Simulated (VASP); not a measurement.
Wanted: the native input for a VASP 6.6.1 run.

```
Task                   : single point
Functional             : PBE
Potentials or basis    : VASP PAW PBE potentials, release 64 (Ca_sv, Se)
Cutoff                 : 520 eV
k mesh                 : 6 × 6 × 6
Occupations            : gaussian, width 0.02 eV
Spin                   : no spin polarisation
Dipole correction      : no
Further INCAR settings : ALGO = Normal; EDIFF = 1e-06; NBANDS = 15
```

The structure of CaSe lies in POSCAR:

```
CaSe
1.0
    0.0000000000      3.2940774631      3.2940774631
    3.2940774631      0.0000000000      3.2940774631
    3.2940774631      3.2940774631      0.0000000000
Ca Se
1 1
Direct
    0.0000000000      0.0000000000      0.0000000000
    0.2500000000      0.2500000000      0.2500000000
```

One way to write it, as run:

INCAR

```
ALGO = Normal
EDIFF = 1E-6
ENCUT = 520
GGA = PE
ISIF = 2
ISMEAR = 0
LASPH = True
LCHARG = False
LREAL = False
LWAVE = False
NBANDS = 15
NELM = 60
PREC = Accurate
SIGMA = 0.02
```

KPOINTS

```
k-points
0
Gamma
  6 6 6
```

Potentials or basis: VASP PAW PBE potentials, release 64 (Ca_sv, Se).

The run is started by

```sh
$ cat potpaw_PBE.64/Ca_sv/POTCAR potpaw_PBE.64/Se/POTCAR > POTCAR
$ mpirun -np 1 vasp_std > vasp.out
```

Results of the run:

```yaml
Pressure: 0.1 GPa
Band_gap_on_the_k_mesh: 3.17 eV, indirect (least direct gap 3.25 eV)
```

Run time: 14 s on 1 thread of Intel(R) Xeon(R) Platinum 8488C (Sapphire Rapids) (shared host), peak memory 0.21 GiB.
